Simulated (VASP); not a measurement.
# InP (Fm-3m) in VASP: a series of runs

Runs on InP. Level: PBEsol. Tasks: single point.

Everything below comes from runs of VASP 6.6.1. Logs are shortened: lines on timing, memory, paths and dates and some standing lists are left out, and cuts for length are marked.

**1. The cell of the first run**

Symmetry: Fm-3m, No. 225, cubic system. Conventional cell: a = 5.385 Å, b = 5.385 Å, c = 5.385 Å, α = 90.00°, β = 90.00°, γ = 90.00°. Within 3.6 Å of In (site symmetry m-3m) lie 6 P at 2.69 Å. P (site symmetry m-3m) has 6 In at 2.69 Å within 3.6 Å.

**2. Single point, PBEsol (19.52 Å³/atom)**

File INCAR:

```
SYSTEM = InP
PREC = Accurate
ENCUT = 520
EDIFF = 1E-7
ISMEAR = 0
SIGMA = 0.05
LREAL = .FALSE.
LASPH = .TRUE.
NELM = 60
ALGO = Normal
ISIF = 2
LWAVE = .FALSE.
LCHARG = .FALSE.
GGA = PS
NBANDS = 16
```

File KPOINTS:

```
regular mesh
0
G
  10 10 10
  0 0 0
```

File POSCAR:

```
InP
1.0
    0.0000000000      2.6926516908      2.6926516908
    2.6926516908      0.0000000000      2.6926516908
    2.6926516908      2.6926516908      0.0000000000
In P
1 1
Direct
    0.0000000000      0.0000000000      0.0000000000
    0.5000000000      0.5000000000      0.5000000000
```

Potentials or basis: VASP PAW PBE potentials, release 64 (In_d, P).

Command:

```
cat potpaw_PBE.64/In_d/POTCAR potpaw_PBE.64/P/POTCAR > POTCAR
mpirun -np 1 vasp_std > vasp.out
```

OUTCAR:

```text
SYSTEM = InP
   PREC = Accurate
   ENCUT = 520
   EDIFF = 1E-7
   ISMEAR = 0
   LREAL = .FALSE.
   LASPH = .TRUE.
   NELM = 60
   ISIF = 2
   GGA = PS

 ion  position               nearest neighbor table
   1  0.000  0.000  0.000-   2 2.69   2 2.69   2 2.69   2 2.69   2 2.69   2 2.69
   2  0.500  0.500  0.500-   1 2.69   1 2.69   1 2.69   1 2.69   1 2.69   1 2.69

  LATTYP: Found a face centered cubic cell.
 ALAT       =     5.3853033816

  Lattice vectors:

 A1 = (   0.0000000000,   2.6926516908,   2.6926516908)
 A2 = (   2.6926516908,   0.0000000000,   2.6926516908)
 A3 = (   2.6926516908,   2.6926516908,   0.0000000000)

Analysis of symmetry for initial positions (statically):
=====================================================================
 Subroutine PRICEL returns:
 Original cell was already a primitive cell.

 Routine SETGRP: Setting up the symmetry group for a
 face centered cubic supercell.

 Subroutine GETGRP returns: Found 48 space group operations
 (whereof 48 operations were pure point group operations)
 out of a pool of 48 trial point group operations.

The static configuration has the point symmetry O_h .

Analysis of symmetry for dynamics (positions and initial velocities):
=====================================================================
 Subroutine PRICEL returns:
 Original cell was already a primitive cell.

 Routine SETGRP: Setting up the symmetry group for a
 face centered cubic supercell.

 Subroutine GETGRP returns: Found 48 space group operations
 (whereof 48 operations were pure point group operations)
 out of a pool of 48 trial point group operations.

The dynamic configuration has the point symmetry O_h .

 Subroutine INISYM returns: Found 48 space group operations
 (whereof 48 operations are pure point group operations),
 and found     1 'primitive' translations

----------------------------------------------------------------------------------------

                                     Primitive cell

  volume of cell :      39.0455

  direct lattice vectors                    reciprocal lattice vectors
     0.000000000  2.692651691  2.692651691    -0.185690560  0.185690560  0.185690560
     2.692651691  0.000000000  2.692651691     0.185690560 -0.185690560  0.185690560
     2.692651691  2.692651691  0.000000000     0.185690560  0.185690560 -0.185690560

  length of vectors
     3.807984540  3.807984540  3.807984540     0.321625484  0.321625484  0.321625484

  position of ions in fractional coordinates (direct lattice)
     0.000000000  0.000000000  0.000000000
     0.500000000  0.500000000  0.500000000

[... 78 lines left out ...]
   EDIFFG = 0.1E-05   stopping-criterion for IOM
   NSW    =      0    number of steps for IOM
   IBRION =     -1    ionic relax: 0-MD 1-quasi-New 2-CG
   NFREE  =      0    steps in history (QN), initial steepest desc. (CG)
   ISIF   =      2    stress and relaxation
   ISYM   =      2    0-nonsym 1-usesym 2-fastsym
   POTIM  = 0.5000    time-step for ionic-motion
   TEBEG  =    0.0;   TEEND  =   0.0 temperature during run
   PSTRESS=    0.0 pullay stress
   NELECT =      18.0000    total number of electrons
   NUPDOWN=      -1.0000    fix difference up-down
   EMIN   =  10.00;   EMAX   =-10.00  energy-range for DOS
   EFERMI =   0.00;   METHOD = LEGACY
   ISMEAR =     0;   SIGMA  =   0.05  broadening in eV -4-tet -1-fermi 0-gaus
   EFERMI_NEDOS =   21; number of points for ismear=-14 and -15
   IALGO  =     38    algorithm
   IMIX   =      4    mixing-type and parameters
     AMIX     =   0.40;   BMIX     =  1.00
     AMIX_MAG =   1.60;   BMIX_MAG =  1.00
  volume/ion in A,a.u.               =      19.52       131.75
  Fermi-wavevector in a.u.,A,eV,Ry     =   1.264665  2.389870 21.760852  1.599377
  Thomas-Fermi vector in A             =   2.397958
   LORBIT       =      0    0 simple, 1 ext, 2 COOP (PROOUT), +10 PAW based schemes
   GGA     = PS    functional components
   LHFCALC =     F    Hartree Fock is set to
   AEXX    =    0.0000 exact exchange contribution
   IVDW    =     0    specifies the selected vdW correction
   LEPSILON=     F    determine dielectric tensor
   LRPA    =     F    only Hartree local field effects (RPA)
 non-spin polarized calculation
 Gauss-broadening in eV      SIGMA  =   0.05
  energy-cutoff  :      520.00
  volume of cell :       39.05
 maximum number of plane-waves:      1073
   NGX = 15   NGY = 15   NGZ = 15

 number of electron      18.0000005 magnetization

 Free energy of the ion-electron system (eV)
  ---------------------------------------------------
  ext. energy  EPLUGINS =         0.00000000
  ---------------------------------------------------
  free energy    TOTEN  =        -8.78543884 eV

  energy without entropy =       -8.78445067  energy(sigma->0) =       -8.78494475

 E-fermi :   7.9721     XC(G=0): -10.9413

 val. band max:        7.9085049861   @ k =   0.3000   0.0000   0.0000
 cond. band min:       7.9947648922   @ k =   0.5000   0.3000   0.0000
 fundamental gap:      0.0862599061
 Fermi energy:         7.9721297912

 k-point     1 :       0.0000    0.0000    0.0000
  band No.  band energies     occupation
      1      -6.2479      2.00000
      2      -6.2479      2.00000
      3      -6.2200      2.00000
      4      -6.2200      2.00000
      5      -6.2200      2.00000
      6      -4.6954      2.00000
[... 433 lines left out ...]
      3      -6.2108      2.00000
      4      -6.1090      2.00000
      5      -6.0991      2.00000
      6      -2.2594      2.00000
[... 8 lines left out ...]
     15      20.2635      0.00000
     16      21.6772      0.00000

 [... further k-points ...]

------------------------ aborting loop because EDIFF is reached ----------------------------------------

  FORCE on cell =-STRESS in cart. coord.  units (eV):
  Direction    XX          YY          ZZ          XY          YZ          ZX
  --------------------------------------------------------------------------------------
  -------------------------------------------------------------------------------------
  Total        0.9325778      0.9325778      0.9325778      0.0000000      0.0000000      0.0000000
  in kB       38.2670633     38.2670633     38.2670633      0.0000000      0.0000000      0.0000000
  external PRESSURE =      38.2670633 kB  Pullay stress =       0.0000000 kB

 VOLUME and BASIS-vectors are now :
 -----------------------------------------------------------------------------
  energy-cutoff  :      520.00
  volume of cell :       39.05
      direct lattice vectors                 reciprocal lattice vectors
     0.000000000  2.692651691  2.692651691    -0.185690560  0.185690560  0.185690560
     2.692651691  0.000000000  2.692651691     0.185690560 -0.185690560  0.185690560
     2.692651691  2.692651691  0.000000000     0.185690560  0.185690560 -0.185690560

 POSITION                                       TOTAL-FORCE (eV/Angst)
 -----------------------------------------------------------------------------------
      0.00000      0.00000      0.00000        -0.000000     -0.000000     -0.000000
      2.69265      2.69265      2.69265         0.000000      0.000000      0.000000
 -----------------------------------------------------------------------------------
    total drift:                               -0.000000      0.000000      0.000000

  FREE ENERGIE OF THE ION-ELECTRON SYSTEM (eV)
  ---------------------------------------------------
  free  energy   TOTEN  =        -8.7854388373 eV

  energy  without entropy=       -8.7844506681  energy(sigma->0) =       -8.78494475
```

OSZICAR:

```text
N       E                     dE             d eps       ncg     rms          rms(c)
DAV:   1     0.107543793456E+03    0.10754E+03   -0.85194E+03  1520   0.135E+03
DAV:   2    -0.261151932197E+01   -0.11016E+03   -0.10509E+03  1640   0.310E+02
DAV:   3    -0.894035871928E+01   -0.63288E+01   -0.62572E+01  1984   0.709E+01
DAV:   4    -0.908245213208E+01   -0.14209E+00   -0.14205E+00  1800   0.105E+01
DAV:   5    -0.908918178844E+01   -0.67297E-02   -0.67295E-02  2304   0.206E+00    0.535E+00
DAV:   6    -0.880380342143E+01    0.28538E+00   -0.48983E-01  2232   0.141E+01    0.302E+00
DAV:   7    -0.878826972680E+01    0.15534E-01   -0.71784E-02  2304   0.284E+00    0.119E+00
DAV:   8    -0.878552287906E+01    0.27468E-02   -0.54304E-03  2064   0.933E-01    0.185E-01
DAV:   9    -0.878543335686E+01    0.89522E-04   -0.31917E-04  2384   0.304E-01    0.901E-02
DAV:  10    -0.878543710753E+01   -0.37507E-05   -0.25640E-05  1984   0.426E-02    0.448E-02
DAV:  11    -0.878543856774E+01   -0.14602E-05   -0.37328E-06  2008   0.162E-02    0.614E-03
DAV:  12    -0.878543884588E+01   -0.27814E-06   -0.85098E-07  1936   0.166E-02    0.476E-03
DAV:  13    -0.878543883727E+01    0.86040E-08   -0.25130E-08  1152   0.148E-03
   1 F= -.87854388E+01 E0= -.87849448E+01  d E =-.988169E-03
```

Wall time 36 s (1 thread of Intel Xeon 8259CL, shared host); peak memory 0.17 GiB.

What came out:

```yaml
Free_energy: -8.7854 eV
Pressure: 3.8 GPa
Band_gap_on_the_k_mesh: zero (bands 9 and 10 overlap by 2.78 eV)
```

Caveat: the cell stands under pressure; the PAW data sets were made with another functional, which shifts forces and pressure a little; spin-orbit coupling is left out, which moves the levels of the heavy elements.

**3. Single point, PBEsol (20.21 Å³/atom)**

This run uses another cell than the first one, of 20.21 Å³/atom.

File INCAR:

```
ALGO = Normal
EDIFF = 1E-6
ENCUT = 520
GGA = PS
ISIF = 2
ISMEAR = 0
LASPH = T
LCHARG = F
LREAL = F
LWAVE = F
NBANDS = 16
NELM = 60
PREC = Accurate
SIGMA = 0.05
```

File KPOINTS:

```
k-points
0
Gamma
  10 10 10
```

File POSCAR:

```
InP
1.0
    0.0000000000      2.7240449666      2.7240449666
    2.7240449666      0.0000000000      2.7240449666
    2.7240449666      2.7240449666      0.0000000000
In P
1 1
Direct
    0.0000000000      0.0000000000      0.0000000000
    0.5000000000      0.5000000000      0.5000000000
```

Potentials or basis: VASP PAW PBE potentials, release 64 (In_d, P).

Command:

```
cat potpaw_PBE.64/In_d/POTCAR potpaw_PBE.64/P/POTCAR > POTCAR
mpirun -np 1 vasp_std > vasp.out
```

It took 48 s on 1 thread of Intel Xeon 8259CL, shared host; peak memory 0.18 GiB.

Results (log left out):

* Free energy: -8.8045 eV
* Pressure: 0.5 GPa
* Band gap on the k mesh: zero (bands 9 and 10 overlap by 2.80 eV)

Levels at points of the mesh, in eV from the Fermi level:
| k point | band 6 | band 7 | band 8 | band 9 | band 10 | band 11 | band 12 | band 13 |
| --- | --- | --- | --- | --- | --- | --- | --- | --- |
| (0.00, 0.00, 0.00) | -12.37 | -0.28 | -0.28 | -0.28 | 0.91 | 7.11 | 7.11 | 7.11 |
| (0.50, 0.00, 0.00) | -10.11 | -6.91 | 0.21 | 0.21 | 2.47 | 3.38 | 3.38 | 5.57 |
| (0.50, 0.50, 0.00) | -8.83 | -5.27 | -2.48 | -2.48 | -2.47 | 3.69 | 10.27 | 10.27 |

Caveat: the PAW data sets were made with another functional, which shifts forces and pressure a little; spin-orbit coupling is left out, which moves the levels of the heavy elements.

[end of part 1 of 3]

The gap in the log of VASP goes by the Fermi energy; the results here count the filled bands.